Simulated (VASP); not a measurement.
Crystal: AlW3.

```xyz
4
Lattice="3.2262 0.0000 0.0000 0.0000 3.2262 0.0000 0.0000 0.0000 8.1746" Properties=species:S:1:pos:R:3 pbc="T T T"
Al    0.0000    0.0000    0.0000
W     1.6131    1.6131    6.2633
W     0.0000    0.0000    4.0873
W     1.6131    1.6131    1.9113
```

```yaml
Program: VASP 6.6.1
Task: relaxation of cell and atoms
Functional: PBE
Potentials_or_basis: VASP PAW PBE potentials, release 64 (Al, W_sv)
Cutoff: 600 eV
k_mesh: 6 × 6 × 2
Occupations: gaussian, width 0.1 eV
Spin: no spin polarisation
```

At the start: pressure -37.8 GPa; volume 21.27 Å³/atom.

Problem. How do energy, volume and symmetry change on relaxing?

Solution. Over 30 steps the energy falls by 994.7 meV/atom and the volume is 15.89 Å³/atom (-25.3 %); space group P4/mmm (No. 123, to 0.05 Å).

The path:
| step | energy change (eV) | largest force (eV/Å) | pressure (GPa) | volume (Å³) |
| --- | --- | --- | --- | --- |
| 1 | 0.0000 | 1.3763 | -37.76 | 85.08 |
| 2 | 16.1509 | 5.4863 | 373.01 | 37.06 |
| 3 | -3.2872 | 0.8997 | -10.97 | 66.48 |
| 4 | -3.3858 | 0.7784 | -5.24 | 64.66 |
| 5 | -3.4150 | 0.6535 | 0.70 | 63.02 |
| 6 | -3.4136 | 0.6847 | -0.85 | 63.42 |
| 7 | -3.4983 | 0.2554 | -0.35 | 63.49 |
| 8 | -3.6915 | 1.3853 | 2.68 | 63.50 |
| 9 | -2.8981 | 3.6049 | 18.13 | 62.76 |
| 10 | -3.6474 | 1.8615 | 4.36 | 63.47 |
| 11 | -3.6641 | 1.9256 | 3.99 | 63.62 |
| 12 | -3.6956 | 1.9558 | 2.98 | 64.04 |
| 13 | -3.6660 | 1.9396 | 1.87 | 64.80 |
| 14 | -3.6962 | 1.9386 | 2.56 | 64.30 |
| 15 | -3.7228 | 1.8099 | 1.73 | 64.42 |
| 16 | -3.7889 | 1.4416 | -0.68 | 64.80 |
| 17 | -3.8664 | 0.8498 | -5.02 | 65.57 |
| 18 | -3.8254 | 0.2471 | -12.16 | 67.11 |
| 19 | -3.8803 | 0.4122 | -7.79 | 66.11 |
| 20 | -3.9254 | 0.3027 | -5.82 | 65.36 |
| 21 | -3.9743 | 0.0489 | -0.55 | 63.62 |
| 22 | -3.9744 | 0.0686 | -0.30 | 63.53 |
| 23 | -3.9752 | 0.0485 | -0.14 | 63.52 |
| 24 | -3.9769 | 0.0087 | 0.23 | 63.47 |
| 25 | -3.9768 | 0.1314 | 1.02 | 63.36 |
| 26 | -3.9774 | 0.0688 | 0.62 | 63.42 |
| 27 | -3.9781 | 0.0607 | -0.05 | 63.61 |
| 28 | -3.9782 | 0.0582 | -0.17 | 63.66 |
| 29 | -3.9784 | 0.0451 | -0.11 | 63.63 |
| 30 | -3.9787 | 0.0049 | 0.15 | 63.55 |

Final structure:
```
Al W
1.0
     2.72807    0.00000    0.00000
     0.00000    2.72807    0.00000
     0.00000    0.00000    8.53902
Al W
1 3
Cartesian
  0.0000 0.0000 0.0000
  1.3640 1.3640 6.4905
  0.0000 0.0000 4.2695
  1.3640 1.3640 2.0485
```

Caveat: the k points lie up to 0.38 Å⁻¹ apart in the final cell; the volume moved by over 15 % at a fixed basis, so the end points are rough.
